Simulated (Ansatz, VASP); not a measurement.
## Two plane-wave programs on YTe

```
CELL_PARAMETERS angstrom
0.00000 3.04000 3.04000
3.04000 0.00000 3.04000
3.04000 3.04000 0.00000
ATOMIC_POSITIONS crystal
Y 0.50000 0.50000 0.50000
Te 0.00000 0.00000 0.00000
```

Change from the starting cell: shortest bond scaled by 1, PAW files.

Alike in both runs: task single point; functional LDA; k mesh 9 × 9 × 9; occupations fermi-dirac, width 0.05 eV; no spin polarisation.

```csv
,VASP,Ansatz
version,VASP 6.6.1,Ansatz 0.2.0
potentials or method,"VASP PAW LDA potentials, release 64 (Y_sv, Te)","PAW with Ansatz's default frozen-core files, scalar-relativistic"
plane-wave cutoff (eV),520,420
valence electrons in the cell,17,27
```

|  | VASP | Ansatz | Ansatz less VASP |
| --- | --- | --- | --- |
| pressure (GPa) | -1.6 | -1.8 | -0.16 |

LDA's correlation is that of Perdew and Zunger in VASP and of Perdew and Wang (1992) in Ansatz. VASP's potentials hold 17 valence electrons a cell and Ansatz's 27, so a difference there can come from the potentials and not from the codes.

Neither program's run includes spin-orbit coupling.
